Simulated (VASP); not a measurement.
# Sr3Zn (Pm-3m) in VASP: notebook

Sr3Zn is run at these levels: PBE; tasks: single point.

Program: VASP 6.6.1. These are calculated values, not measurements. Logs are shortened: lines on timing, memory, paths and dates and some standing lists are left out, and cuts for length are marked.

## (1) The cell of the first run

The structure is cubic, space group Pm-3m (No. 221). The conventional cell has a = 5.368 Å, b = 5.368 Å, c = 5.368 Å, α = 90.00°, β = 90.00°, γ = 90.00°. Sr (site symmetry 4/mmm) has 8 Sr at 3.80 Å and 4 Zn at 3.80 Å within 5.0 Å. Zn (site symmetry m-3m) has 12 Sr at 3.80 Å within 5.0 Å.

## (2) Single point, PBE

File INCAR:

```
ALGO     = Normal         # electronic algorithm
EDIFF    = 1E-7           # SCF threshold, eV
ENCUT    = 520            # plane-wave cutoff, eV
GGA      = PE             # functional
ISIF     = 2              # what is computed and relaxed
ISMEAR   = -1             # smearing method
LASPH    = T              # aspherical terms in the spheres
LCHARG   = T              # write CHGCAR
LELF     = T              # ELF
LREAL    = F              # projectors in reciprocal space
LVHAR    = T            
LWAVE    = F              # write WAVECAR
NBANDS   = 29             # bands
NELM     = 60             # most SCF steps
PREC     = Accurate       # precision mode
SIGMA    = 0.05           # smearing width, eV
```

File KPOINTS:

```
k-points
0
Gamma
  4 4 4
```

File POSCAR:

```
Sr3Zn
1.0
    5.3680731006      0.0000000000      0.0000000000
    0.0000000000      5.3680731006      0.0000000000
    0.0000000000      0.0000000000      5.3680731006
Sr Zn
3 1
Direct
    0.5000000000      0.0000000000      0.5000000000
    0.5000000000      0.5000000000      0.0000000000
    0.0000000000      0.5000000000      0.5000000000
    0.0000000000      0.0000000000      0.0000000000
```

Potentials or basis: VASP PAW PBE potentials, release 64 (Sr_sv, Zn).

Run with:

```bash
$ cat potpaw_PBE.64/Sr_sv/POTCAR potpaw_PBE.64/Zn/POTCAR > POTCAR
$ mpirun -np 1 vasp_std > vasp.out
```

OUTCAR:

```text
EDIFF = 1E-7
   ENCUT = 520
   GGA = PE
   ISIF = 2
   ISMEAR = -1
   LASPH = T
   LREAL = F
   NELM = 60
   PREC = Accurate

 ion  position               nearest neighbor table
   1  0.500  0.000  0.500-   2 3.80   3 3.80   4 3.80   2 3.80   4 3.80   2 3.80   3 3.80   2 3.80
                             3 3.80   4 3.80   4 3.80   3 3.80
   2  0.500  0.500  0.000-   1 3.80   3 3.80   4 3.80   1 3.80   3 3.80   1 3.80   4 3.80   1 3.80
                             3 3.80   4 3.80   3 3.80   4 3.80
   3  0.000  0.500  0.500-   1 3.80   2 3.80   4 3.80   2 3.80   4 3.80   1 3.80   4 3.80   4 3.80
                             1 3.80   2 3.80   2 3.80   1 3.80
   4  0.000  0.000  0.000-   1 3.80   2 3.80   3 3.80   1 3.80   3 3.80   2 3.80   3 3.80   3 3.80
                             1 3.80   2 3.80   1 3.80   2 3.80

  LATTYP: Found a simple cubic cell.
 ALAT       =     5.3680731006

  Lattice vectors:

 A1 = (   5.3680731006,   0.0000000000,   0.0000000000)
 A2 = (   0.0000000000,   5.3680731006,   0.0000000000)
 A3 = (   0.0000000000,   0.0000000000,   5.3680731006)

Analysis of symmetry for initial positions (statically):
=====================================================================
 Subroutine PRICEL returns:
 Original cell was already a primitive cell.

 Routine SETGRP: Setting up the symmetry group for a
 simple cubic supercell.

 Subroutine GETGRP returns: Found 48 space group operations
 (whereof 48 operations were pure point group operations)
 out of a pool of 48 trial point group operations.

The static configuration has the point symmetry O_h .

Analysis of symmetry for dynamics (positions and initial velocities):
=====================================================================
 Subroutine PRICEL returns:
 Original cell was already a primitive cell.

 Routine SETGRP: Setting up the symmetry group for a
 simple cubic supercell.

 Subroutine GETGRP returns: Found 48 space group operations
 (whereof 48 operations were pure point group operations)
 out of a pool of 48 trial point group operations.

The dynamic configuration has the point symmetry O_h .

 Subroutine INISYM returns: Found 48 space group operations
 (whereof 48 operations are pure point group operations),
 and found     1 'primitive' translations

----------------------------------------------------------------------------------------

                                     Primitive cell

  volume of cell :     154.6875

  direct lattice vectors                    reciprocal lattice vectors
     5.368073101  0.000000000  0.000000000     0.186286584  0.000000000  0.000000000
     0.000000000  5.368073101  0.000000000     0.000000000  0.186286584  0.000000000
     0.000000000  0.000000000  5.368073101     0.000000000  0.000000000  0.186286584

  length of vectors
     5.368073101  5.368073101  5.368073101     0.186286584  0.186286584  0.186286584

  position of ions in fractional coordinates (direct lattice)
     0.500000000  0.000000000  0.500000000
     0.500000000  0.500000000  0.000000000
     0.000000000  0.500000000  0.500000000
     0.000000000  0.000000000  0.000000000

  ion indices of the primitive-cell ions
   primitive index   ion index
                 1           1
                 2           2
                 3           3
                 4           4

----------------------------------------------------------------------------------------

 KPOINTS: k-points

Automatic generation of k-mesh.
 Grid dimensions read from file:
 generate k-points for:    4    4    4

 Generating k-lattice:

  Cartesian coordinates                     Fractional coordinates (reciprocal lattice)
     0.046571646  0.000000000  0.000000000     0.250000000  0.000000000  0.000000000
     0.000000000  0.046571646  0.000000000     0.000000000  0.250000000  0.000000000
     0.000000000  0.000000000  0.046571646     0.000000000  0.000000000  0.250000000

  Length of vectors
     0.046571646  0.046571646  0.046571646

  Shift w.r.t. Gamma in fractional coordinates (k-lattice)
     0.000000000  0.000000000  0.000000000

 Subroutine IBZKPT returns following result:
 ===========================================

 Found     10 irreducible k-points:

 Following reciprocal coordinates:
            Coordinates               Weight
  0.000000  0.000000  0.000000      1.000000
  0.250000  0.000000  0.000000      6.000000
  0.500000  0.000000  0.000000      3.000000
  0.250000  0.250000  0.000000     12.000000
  0.500000  0.250000  0.000000     12.000000
  0.500000  0.500000  0.000000      3.000000
  0.250000  0.250000  0.250000      8.000000
  0.500000  0.250000  0.250000     12.000000
  0.500000  0.500000  0.250000      6.000000
  0.500000  0.500000  0.500000      1.000000
   k-points           NKPTS =     10   k-points in BZ     NKDIM =     10   number of bands    NBANDS=     29
   number of dos      NEDOS =    301   number of ions     NIONS =      4
   total plane-waves  NPLWV =  64000
[... 33 lines left out ...]
   IMIX   =      4    mixing-type and parameters
     AMIX     =   0.40;   BMIX     =  1.00
     AMIX_MAG =   1.60;   BMIX_MAG =  1.00
  volume/ion in A,a.u.               =      38.67       260.97
  Fermi-wavevector in a.u.,A,eV,Ry     =   1.060082  2.003265 15.289875  1.123774
  Thomas-Fermi vector in A             =   2.195450
   LORBIT       =      0    0 simple, 1 ext, 2 COOP (PROOUT), +10 PAW based schemes
   GGA     = PE    functional components
   LHFCALC =     F    Hartree Fock is set to
   AEXX    =    0.0000 exact exchange contribution
   IVDW    =     0    specifies the selected vdW correction
   LEPSILON=     F    determine dielectric tensor
   LRPA    =     F    only Hartree local field effects (RPA)
 non-spin polarized calculation
  energy-cutoff  :      520.00
  volume of cell :      154.69
 maximum number of plane-waves:      4224
 NGX is ok and might be reduce to    40
   NGX = 19   NGY = 19   NGZ = 19

 number of electron      42.0000031 magnetization

 Free energy of the ion-electron system (eV)
  ---------------------------------------------------
  ext. energy  EPLUGINS =         0.00000000
  ---------------------------------------------------
  free energy    TOTEN  =        -5.71061982 eV

  energy without entropy =       -5.65996396  energy(sigma->0) =       -5.68529189

 E-fermi :   2.1084     XC(G=0):  -8.2726

 val. band max:        2.0604831924   @ k =   0.5000   0.5000   0.5000
 cond. band min:       2.1144354907   @ k =   0.5000   0.2500   0.2500
 fundamental gap:      0.0539522983
 Fermi energy:         2.1084241955

 k-point     1 :       0.0000    0.0000    0.0000
  band No.  band energies     occupation
      1     -34.1943      2.00000
      2     -34.1287      2.00000
      3     -34.1287      2.00000
      4     -16.3936      2.00000
      5     -16.3936      2.00000
      6     -16.3936      2.00000
[... 21 lines left out ...]
     28       5.0165      0.00000
     29       5.9237      0.00000

 k-point     2 :       0.2500    0.0000    0.0000
  band No.  band energies     occupation
      1     -34.1860      2.00000
      2     -34.1371      2.00000
      3     -34.1287      2.00000
      4     -16.3615      2.00000
      5     -16.3615      2.00000
      6     -16.3425      2.00000
[... 21 lines left out ...]
     28       4.9480      0.00000
     29       5.4338      0.00000

 k-point     3 :       0.5000    0.0000    0.0000
  band No.  band energies     occupation
      1     -34.1724      2.00000
      2     -34.1506      2.00000
      3     -34.1286      2.00000
      4     -16.3175      2.00000
      5     -16.3175      2.00000
      6     -16.2258      2.00000
[... 21 lines left out ...]
     28       4.6252      0.00000
     29       4.9449      0.00000

 k-point     4 :       0.2500    0.2500    0.0000
  band No.  band energies     occupation
      1     -34.1785      2.00000
      2     -34.1396      2.00000
      3     -34.1334      2.00000
      4     -16.3827      2.00000
      5     -16.3272      2.00000
      6     -16.2682      2.00000
[... 149 lines left out ...]
     28       5.2049      0.00000
     29       5.4230      0.00000

 k-point     9 :       0.5000    0.5000    0.2500
  band No.  band energies     occupation
      1     -34.1503      2.00000
      2     -34.1503      2.00000
      3     -34.1503      2.00000
      4     -16.4727      2.00000
      5     -16.3594      2.00000
      6     -16.3062      2.00000
[... 21 lines left out ...]
     28       4.9785      0.00000
     29       5.2100      0.00000

 k-point    10 :       0.5000    0.5000    0.5000
  band No.  band energies     occupation
      1     -34.1502      2.00000
      2     -34.1502      2.00000
      3     -34.1502      2.00000
      4     -16.5387      2.00000
      5     -16.3583      2.00000
      6     -16.3583      2.00000
[... 21 lines left out ...]
     28       4.6557      0.00000
     29       5.4992      0.00000

------------------------ aborting loop because EDIFF is reached ----------------------------------------

  FORCE on cell =-STRESS in cart. coord.  units (eV):
  Direction    XX          YY          ZZ          XY          YZ          ZX
  --------------------------------------------------------------------------------------
  -------------------------------------------------------------------------------------
  Total        0.9470102      0.9470102      0.9470102      0.0000000      0.0000000     -0.0000000
  in kB        9.8086669      9.8086669      9.8086669      0.0000000      0.0000000     -0.0000000
  external PRESSURE =       9.8086669 kB  Pullay stress =       0.0000000 kB

 VOLUME and BASIS-vectors are now :
 -----------------------------------------------------------------------------
  energy-cutoff  :      520.00
  volume of cell :      154.69
      direct lattice vectors                 reciprocal lattice vectors
     5.368073101  0.000000000  0.000000000     0.186286584  0.000000000  0.000000000
     0.000000000  5.368073101  0.000000000     0.000000000  0.186286584  0.000000000
     0.000000000  0.000000000  5.368073101     0.000000000  0.000000000  0.186286584

 POSITION                                       TOTAL-FORCE (eV/Angst)
 -----------------------------------------------------------------------------------
      2.68404      0.00000      2.68404         0.000000      0.000000      0.000000
      2.68404      2.68404      0.00000         0.000000      0.000000      0.000000
      0.00000      2.68404      2.68404         0.000000      0.000000      0.000000
      0.00000      0.00000      0.00000         0.000000      0.000000      0.000000
 -----------------------------------------------------------------------------------
    total drift:                               -0.000000     -0.000000     -0.000000

  FREE ENERGIE OF THE ION-ELECTRON SYSTEM (eV)
  ---------------------------------------------------
  free  energy   TOTEN  =        -5.7106198226 eV

  energy  without entropy=       -5.6599639560  energy(sigma->0) =       -5.68529189
```

Wall time 50 s (1 thread of Intel Xeon Platinum 8375C at 2.90GHz (Ice Lake), shared host); peak memory 0.26 GiB.

What came out:

* Free energy: -5.7106 eV
* Pressure: 1.0 GPa
* Band gap on the k mesh: zero (bands 21 and 22 overlap by 0.49 eV)

Levels at points of the mesh, in eV from the Fermi level:
```tsv
k point	band 18	band 19	band 20	band 21	band 22	band 23	band 24	band 25
(0.00, 0.00, 0.00)	-4.92	-1.80	0.06	0.06	0.70	0.70	0.70	1.13
(0.50, 0.00, 0.00)	-3.98	-2.60	-0.40	0.22	0.22	1.09	1.20	1.75
(0.50, 0.50, 0.00)	-3.54	-1.50	-1.50	-0.71	0.11	1.13	1.29	1.29
(0.50, 0.50, 0.50)	-3.66	-0.63	-0.63	-0.63	-0.05	-0.05	-0.05	0.87
```

## (3) Single point, PBE

This run uses another cell than the first one, of 39.49 Å³/atom.

File INCAR:

```
SYSTEM = Sr3Zn
PREC = Accurate ; ENCUT = 520
EDIFF = 1E-6 ; ISMEAR = -1
SIGMA = 0.05 ; LREAL = .FALSE.
LASPH = .TRUE. ; NELM = 60
ALGO = Normal ; ISIF = 2
LWAVE = .FALSE. ; LCHARG = .TRUE.
GGA = PE ; LELF = .TRUE.
LVHAR = .TRUE. ; NBANDS = 29
```

File KPOINTS:

```
regular mesh
0
G
  4 4 4
  0 0 0
```

File POSCAR:

```
Sr3Zn
1.0
    5.4058776778      0.0000000000      0.0000000000
    0.0000000000      5.4058776778      0.0000000000
    0.0000000000      0.0000000000      5.4058776778
Sr Zn
3 1
Direct
    0.5000000000      0.0000000000      0.5000000000
    0.5000000000      0.5000000000      0.0000000000
    0.0000000000      0.5000000000      0.5000000000
    0.0000000000      0.0000000000      0.0000000000
```

Potentials or basis: VASP PAW PBE potentials, release 64 (Sr_sv, Zn).

Run with:

```bash
$ cat potpaw_PBE.64/Sr_sv/POTCAR potpaw_PBE.64/Zn/POTCAR > POTCAR
$ mpirun -np 1 vasp_std > vasp.out
```

Wall time 42 s (1 thread of Intel Xeon Platinum 8375C at 2.90GHz (Ice Lake), shared host); peak memory 0.25 GiB.

The run converged. Its results:

```yaml
Free_energy: -5.7272 eV
Pressure: 0.6 GPa
Band_gap_on_the_k_mesh: zero (bands 21 and 22 overlap by 0.48 eV)
```

Levels at points of the mesh, in eV from the Fermi level:
```tsv
k point	band 18	band 19	band 20	band 21	band 22	band 23	band 24	band 25
(0.00, 0.00, 0.00)	-4.87	-1.78	0.07	0.07	0.71	0.71	0.71	1.10
(0.50, 0.00, 0.00)	-3.96	-2.59	-0.38	0.23	0.23	1.09	1.19	1.69
(0.50, 0.50, 0.00)	-3.52	-1.50	-1.50	-0.75	0.14	1.11	1.29	1.29
(0.50, 0.50, 0.50)	-3.62	-0.63	-0.63	-0.63	-0.06	-0.06	-0.06	0.80
```

## (4) Single point, PBE

This run uses another cell than the first one, of 40.32 Å³/atom.

File INCAR:

```
SYSTEM = Sr3Zn
  PREC = Accurate
  ENCUT = 520
  EDIFF = 1E-6
  ISMEAR = -1
  SIGMA = 0.05
  LREAL = .False.
  LASPH = .True.
  NELM = 100
  ALGO = Normal
  ISIF = 2
  LWAVE = .False.
  LCHARG = .False.
  GGA = PE
  NBANDS = 29
```

File KPOINTS:

```
regular mesh
0
Gamma
  4 4 4
  0 0 0
```

File POSCAR:

```
Sr3Zn
1.0
    5.4431607710      0.0000000000      0.0000000000
    0.0000000000      5.4431607710      0.0000000000
    0.0000000000      0.0000000000      5.4431607710
Sr Zn
3 1
Direct
    0.5000000000      0.0000000000      0.5000000000
    0.5000000000      0.5000000000      0.0000000000
    0.0000000000      0.5000000000      0.5000000000
    0.0000000000      0.0000000000      0.0000000000
```

Run with:

```bash
$ cat potpaw_PBE.64/Sr_sv/POTCAR potpaw_PBE.64/Zn/POTCAR > POTCAR
$ mpirun -np 1 vasp_std > vasp.out
```

It took 44 s on 1 thread of Intel Xeon Platinum 8375C at 2.90GHz (Ice Lake), shared host; peak memory 0.26 GiB.

Results (log left out):

- Free energy: -5.7366 eV
- Pressure: 0.3 GPa
- Band gap on the k mesh: zero (bands 21 and 22 overlap by 0.50 eV)

Levels at points of the mesh, in eV from the Fermi level:
| k point | band 18 | band 19 | band 20 | band 21 | band 22 | band 23 | band 24 | band 25 |
| --- | --- | --- | --- | --- | --- | --- | --- | --- |
| (0.00, 0.00, 0.00) | -4.83 | -1.76 | 0.08 | 0.08 | 0.72 | 0.72 | 0.72 | 1.07 |
| (0.50, 0.00, 0.00) | -3.93 | -2.58 | -0.36 | 0.24 | 0.24 | 1.09 | 1.18 | 1.61 |
| (0.50, 0.50, 0.00) | -3.50 | -1.49 | -1.49 | -0.79 | 0.16 | 1.09 | 1.28 | 1.28 |
| (0.50, 0.50, 0.50) | -3.58 | -0.64 | -0.64 | -0.64 | -0.08 | -0.08 | -0.08 | 0.74 |

## (5) Single point, PBE

This run uses another cell than the first one, of 41.14 Å³/atom.

File INCAR:

```
PREC = Accurate
ENCUT = 520
EDIFF = 1E-6
ISMEAR = -1
SIGMA = 0.05
LREAL = F
LASPH = T
NELM = 60
ALGO = Normal
ISIF = 2
LWAVE = F
LCHARG = F
GGA = PE
NBANDS = 29
```

File KPOINTS:

```
regular mesh
0
Gamma
  4 4 4
```

File POSCAR:

```
Sr3Zn
1.0
    5.4799400000      0.0000000000      0.0000000000
    0.0000000000      5.4799400000      0.0000000000
    0.0000000000      0.0000000000      5.4799400000
Sr Zn
3 1
Direct
    0.5000000000      0.0000000000      0.5000000000
    0.5000000000      0.5000000000      0.0000000000
    0.0000000000      0.5000000000      0.5000000000
    0.0000000000      0.0000000000      0.0000000000
```

Run with:

```bash
$ cat potpaw_PBE.64/Sr_sv/POTCAR potpaw_PBE.64/Zn/POTCAR > POTCAR
$ mpirun -np 1 vasp_std > vasp.out
```

It took 46 s on 1 thread of Intel Xeon Platinum 8375C at 2.90GHz (Ice Lake), shared host; peak memory 0.27 GiB.

Results (log left out):

| Item | Value |
| --- | --- |
| Free energy | -5.7395 eV |
| Pressure | 0.0 GPa |
| Band gap on the k mesh | zero (bands 21 and 22 overlap by 0.52 eV) |

Levels at points of the mesh, in eV from the Fermi level:
```csv
k point,band 19,band 20,band 21,band 22,band 23,band 24
"(0.00, 0.00, 0.00)",-1.74,0.09,0.09,0.73,0.73,0.73
"(0.50, 0.00, 0.00)",-2.57,-0.33,0.24,0.24,1.10,1.17
"(0.50, 0.50, 0.00)",-1.49,-1.49,-0.82,0.18,1.07,1.27
"(0.50, 0.50, 0.50)",-0.65,-0.65,-0.65,-0.09,-0.09,-0.09
```

## (6) Single point, PBE

This run uses another cell than the first one, of 41.96 Å³/atom.

File INCAR:

```
SYSTEM = Sr3Zn
  PREC = Accurate
  ENCUT = 520
  EDIFF = 1E-6
  ISMEAR = -1
  SIGMA = 0.05
  LREAL = .FALSE.
  LASPH = .TRUE.
  NELM = 80
  ALGO = Normal
  ISIF = 2
  LWAVE = .FALSE.
  LCHARG = .FALSE.
  GGA = PE
  NBANDS = 29
```

File KPOINTS:

```
regular mesh
0
G
  4 4 4
  0 0 0
```

File POSCAR:

```
Sr3Zn
1.0
    5.5162320510      0.0000000000      0.0000000000
    0.0000000000      5.5162320510      0.0000000000
    0.0000000000      0.0000000000      5.5162320510
Sr Zn
3 1
Direct
    0.5000000000      0.0000000000      0.5000000000
    0.5000000000      0.5000000000      0.0000000000
    0.0000000000      0.5000000000      0.5000000000
    0.0000000000      0.0000000000      0.0000000000
```

Potentials or basis: VASP PAW PBE potentials, release 64 (Sr_sv, Zn).

Run with:

```bash
$ cat potpaw_PBE.64/Sr_sv/POTCAR potpaw_PBE.64/Zn/POTCAR > POTCAR
$ mpirun -np 1 vasp_std > vasp.out
```

It took 46 s on 1 thread of Intel Xeon Platinum 8375C at 2.90GHz (Ice Lake), shared host; peak memory 0.27 GiB.

Results (log left out):

| Property | Result |
| --- | --- |
| Free energy | -5.7365 eV |
| Pressure | -0.3 GPa |
| Band gap on the k mesh | zero (bands 21 and 22 overlap by 0.53 eV) |

Levels at points of the mesh, in eV from the Fermi level:
```
           k point  band 19  band 20  band 21  band 22  band 23  band 24
(0.00, 0.00, 0.00)    -1.72     0.09     0.09     0.74     0.74     0.74
(0.50, 0.00, 0.00)    -2.57    -0.31     0.25     0.25     1.10     1.15
(0.50, 0.50, 0.00)    -1.49    -1.49    -0.85     0.20     1.06     1.27
(0.50, 0.50, 0.50)    -0.65    -0.65    -0.65    -0.10    -0.10    -0.10
```

## (7) Overview

```csv
cell,gap on the mesh (eV),pressure (GPa)
"a = 5.368 Å, 4 atoms",none,1.0
"a = 5.406 Å, 4 atoms",none,0.6
"a = 5.443 Å, 4 atoms",none,0.3
"a = 5.480 Å, 4 atoms",none,0.0
"a = 5.516 Å, 4 atoms",none,-0.3
```

Alike in all rows: task single point; level PBE; potentials or basis VASP PAW PBE potentials, release 64 (Sr_sv, Zn); no spin polarisation; k mesh 4 × 4 × 4; cutoff (eV) 520; smearing fermi-dirac 0.05 eV.

Total energies depend on the potentials used, so only differences within one code and one set of settings carry meaning.
